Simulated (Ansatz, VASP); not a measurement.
# One calculation of Ge, two programs

```xyz
2
Lattice="0.0000 2.8287 2.8287 2.8287 0.0000 2.8287 2.8287 2.8287 0.0000" Properties=species:S:1:pos:R:3 pbc="T T T"
Ge    2.8287    2.8287    2.8287
Ge    4.2430    4.2430    4.2430
```

Alike in both runs: task relaxation of cell and atoms; functional PBE; k mesh 5 × 5 × 5; occupations fermi-dirac, width 0.05 eV; no spin polarisation.

```csv
,VASP,Ansatz
version,VASP 6.6.1,Ansatz 0.2.0
potentials or method,"VASP PAW PBE potentials, release 64 (Ge_d), cutoff 600 eV","plane waves (420 eV) with PAW, scalar-relativistic"
valence electrons in the cell,28,28
```

VASP gave:

| Property | Result |
| --- | --- |
| relaxed volume (Å³/atom) | 24.04 |
| relaxed cell length with the largest relative difference (Å) | 4.082 |

Question: Estimate Ansatz's values.

Answer: Relaxed volume (Å³/atom): 24.04; relaxed cell length with the largest relative difference (Å): 4.081.

The k mesh is coarse, so the values compare programs but aren't converged.
